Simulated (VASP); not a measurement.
Write the native input for VASP 6.6.1 that does the following.

- Task: electric field gradients
- Functional: LDA
- Potentials or basis: VASP PAW LDA potentials, release 64 (Li_sv, Zn)
- Cutoff: 520 eV
- k mesh: 9 × 9 × 9
- Occupations: fermi-dirac, width 0.08 eV
- Spin: no spin polarisation
- Dipole correction: no
- Further INCAR settings: ALGO = Normal; EDIFF = 1e-08; NBANDS = 23

The structure of LiZn lies in POSCAR:

```
LiZn
1.0
    0.0000000000      3.1005952400      3.1005952400
    3.1005952400      0.0000000000      3.1005952400
    3.1005952400      3.1005952400      0.0000000000
Li Zn
2 2
Direct
    0.5000000000      0.5000000000      0.5000000000
    0.7500000000      0.7500000000      0.7500000000
    0.0000000000      0.0000000000      0.0000000000
    0.2500000000      0.2500000000      0.2500000000
```

One way to write it, as run:

INCAR

```
PREC = Accurate ; ENCUT = 520
EDIFF = 1E-8 ; ISMEAR = -1
SIGMA = 0.08 ; LREAL = F
LASPH = T ; NELM = 100
ALGO = Normal ; ISIF = 2
LWAVE = F ; LCHARG = F
GGA = CA ; LEFG = T
NBANDS = 23
```

KPOINTS

```
Automatic mesh
0
Gamma
  9 9 9
```

Potentials or basis: VASP PAW LDA potentials, release 64 (Li_sv, Zn).

The run is started by

```sh
$ cat potpaw_LDA.64/Li_sv/POTCAR potpaw_LDA.64/Zn/POTCAR > POTCAR
$ mpirun -np 1 vasp_std > vasp.out
```

Results of the run:

The band gap on the k mesh is zero (bands 15 and 16 overlap by 4.50 eV). The largest electric field gradient by atom is zero within the noise of the run.

It took 51 s on 1 thread of Intel(R) Xeon(R) Platinum 8375C CPU @ 2.90GHz (Ice Lake), on a shared host, peak memory 0.19 GiB.
